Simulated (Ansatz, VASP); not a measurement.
## One calculation of Zr, two programs

```
Zr
1.0
     3.37039    0.00000    0.00000
    -1.68519    2.91884    0.00000
     0.00000    0.00000    5.34767
Zr
2
Direct
  0.33333 0.66667 0.25000
  0.66667 0.33333 0.75000
```

Alike in both runs: task single point; functional r2SCAN; k mesh 18 × 18 × 10; occupations fermi-dirac, width 0.05 eV; collinear spin.

```csv
,VASP,Ansatz
version,VASP 6.6.1,Ansatz 0.2.0
potentials or method,"VASP PAW PBE potentials, release 64 (Zr_sv), cutoff 520 eV","plane waves (500 eV) with PAW, scalar-relativistic"
valence electrons in the cell,24,24
```

|  | VASP | Ansatz | Ansatz less VASP |
| --- | --- | --- | --- |
| pressure (GPa) | -8.9 | -8.9 | +0.01 |
| traceless stress, the component that is largest in VASP (GPa) | -0.17 | -0.16 | +0.005 |
| net moment per atom (μB) | 0.00 | 0.00 | 0.000 |

VASP's potentials were made for PBE, not for r2SCAN. Ansatz's warnings: seeded moment not kept, stability check not made.
